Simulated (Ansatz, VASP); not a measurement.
**Ag2I3: VASP beside Ansatz**

```
Ag I
1.0
     5.73237    0.00000    0.00000
     0.00000    5.73237    0.00000
     0.00000    0.00000    5.73237
Ag I
2 3
Cartesian
  0.0000 0.0000 0.0000
  2.8662 2.8662 2.8662
  0.0000 2.8662 2.8662
  2.8662 0.0000 2.8662
  2.8662 2.8662 0.0000
```

Alike in both runs: task relaxation of cell and atoms; functional PBE; k mesh 8 × 8 × 8; occupations gaussian, width 0.1 eV; no spin polarisation.

|  | VASP | Ansatz |
| --- | --- | --- |
| version | VASP 6.6.1 | Ansatz 0.2.0 |
| potentials or method | VASP PAW PBE potentials, release 64 (Ag, I), cutoff 600 eV | scalar-relativistic, plane waves, PAW |
| valence electrons in the cell | 43 | 89 |

|  | VASP | Ansatz | Ansatz less VASP |
| --- | --- | --- | --- |
| gap on the k mesh at the Fermi level, each at its own relaxed structure (eV) | none | none | - |
| relaxed volume (Å³/atom) | 37.23 | 37.28 | +0.055 |
| relaxed cell length with the largest relative difference (Å) | 5.710 | 5.712 | +0.0028 |

A gap of «none» marks a metal or a gap that the smearing closes. VASP's potentials hold 43 valence electrons a cell and Ansatz's 89, so a difference there can come from the potentials and not from the codes.

Neither program's run includes spin-orbit coupling.
